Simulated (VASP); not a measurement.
Write the native input for VASP 6.6.1 that does the following.

```
Task                   : single point
Functional             : PBE
Potentials or basis    : VASP PAW PBE potentials, release 64 (Cu)
Cutoff                 : 520 eV
k mesh                 : 18 × 18 × 18
Occupations            : fermi-dirac, width 0.0612256 eV
Spin                   : no spin polarisation
Dipole correction      : no
Further INCAR settings : ALGO = Normal; EDIFF = 1e-06; NBANDS = 18
```

The structure of Cu lies in POSCAR:

```
Cu
1.0
    0.0000000000      2.6944661692      2.6944661692
    2.6944661692      0.0000000000      2.6944661692
    2.6944661692      2.6944661692      0.0000000000
Cu
2
Direct
    0.0000000000      0.0000000000      0.0000000000
    0.2500000000      0.2500000000      0.2500000000
```

One way to write it, as run:

INCAR

```
PREC = Accurate ; ENCUT = 520
EDIFF = 1E-6 ; ISMEAR = -1
SIGMA = 0.06122561905347299 ; LREAL = False
LASPH = True ; NELM = 60
ALGO = Normal ; ISIF = 2
LWAVE = False ; LCHARG = False
GGA = PE ; NBANDS = 18
```

KPOINTS

```
Automatic mesh
0
Gamma
  18 18 18
```

Potentials or basis: VASP PAW PBE potentials, release 64 (Cu).

Launch:

```sh
$ cat potpaw_PBE.64/Cu/POTCAR > POTCAR
$ mpirun -np 1 vasp_std > vasp.out
```

Results of the run:

```
Pressure               : -1.1 GPa
Band gap on the k mesh : zero (band 11 reaches 3.18 eV, above the bottom of band 12 at 2.22 eV)
```

Run time: 110 s on 1 thread of Intel(R) Xeon(R) Platinum 8259CL CPU @ 2.50GHz (Skylake/Cascade Lake) (shared host), peak memory 0.24 GiB.
